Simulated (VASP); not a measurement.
## Cd: single point with PBE

The system is Cd.

```
Cd
1.0
     2.59131   -1.58863    0.01908
     2.59131    1.58863    0.01908
    -1.58537    0.00000    2.69894
Cd
1
Direct
  0.00000 0.00000 0.50000
```

* Program: VASP 6.6.1
* Task: single point
* Functional: PBE
* Potentials or basis: VASP PAW PBE potentials, release 64 (Cd)
* Cutoff: 520 eV
* k mesh: 20 × 20 × 20
* Occupations: gaussian, width 0.1 eV
* Spin: no spin polarisation

The pressure is 1.6 GPa and the band gap on the k mesh is zero (bands 6 and 7 overlap by 3.87 eV).

Stress tensor (GPa, compression positive):
```
 1.73  0.00 -0.04
 0.00  1.56  0.00
-0.04  0.00  1.53
```

Levels at points of the mesh, in eV from the Fermi level:
```
           k point  band 2  band 3  band 4  band 5  band 6  band 7  band 8  band 9  band 10  band 11
(0.00, 0.00, 0.00)   -9.15   -8.91   -8.61   -8.57   -8.55   12.33   14.04   14.52    16.35    17.67
(0.50, 0.00, 0.00)   -9.24   -8.85   -8.39   -8.18   -2.24   -1.40   11.73   12.37    14.37    15.69
(0.50, 0.50, 0.00)   -9.60   -8.36   -8.21   -8.09   -0.78    1.27    6.58    7.31    10.79    11.49
(0.00, 0.00, 0.50)   -9.18   -8.91   -8.38   -8.25   -2.53   -2.18   13.16   13.22    14.51    16.83
(0.50, 0.00, 0.50)   -9.57   -8.33   -8.18   -8.13   -0.64    1.45    5.44    8.13     9.63    12.32
(0.50, 0.50, 0.50)   -9.17   -8.99   -8.24   -8.15   -1.67   -0.13   10.47   11.44    12.42    14.63
```

Run time: 9.4 min on 1 thread of Oxide Virtual Turin-like Processor, with other jobs on the host, peak memory 0.56 GiB.
